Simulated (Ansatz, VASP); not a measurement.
BaTiO3: VASP beside Ansatz

```
Ba Ti O
1.0
     4.03384    0.00000    0.00000
     0.00000    4.03384    0.00000
     0.00000    0.00000    4.03384
Ba Ti O
1 1 3
Direct
  0.50000 0.50000 0.50000
  0.00000 0.00000 0.00000
  0.50000 0.00000 0.00000
  0.00000 0.50000 0.00000
  0.00000 0.00000 0.50000
```

Change from the starting cell: volume scaled by 1.02, crystal datasets.

Alike in both runs: task electric field gradients; functional LDA; k mesh 8 × 8 × 8; occupations fermi-dirac, width 0.05 eV; no spin polarisation.

```csv
,VASP,Ansatz
version,VASP 6.6.1,Ansatz 0.2.0
potentials or method,"VASP PAW LDA potentials, release 64 (Ba_sv, Ti_sv, O), cutoff 520 eV","all-electron PAW with datasets made for the crystal, scalar-relativistic"
```

Ansatz gave:

```
pressure (GPa)                                       : -12.3
size of Vzz on the site where it differs most (V/Å²) : 23.6
```

Question: Estimate VASP's values.

Answer: Pressure (GPa): -10.4; size of Vzz on the site where it differs most (V/Å²): 23.4.

LDA's correlation is that of Perdew and Zunger in VASP and of Perdew and Wang (1992) in Ansatz. Ansatz ran all-electron here, and VASP with PAW potentials.

Spin-orbit coupling is off throughout.
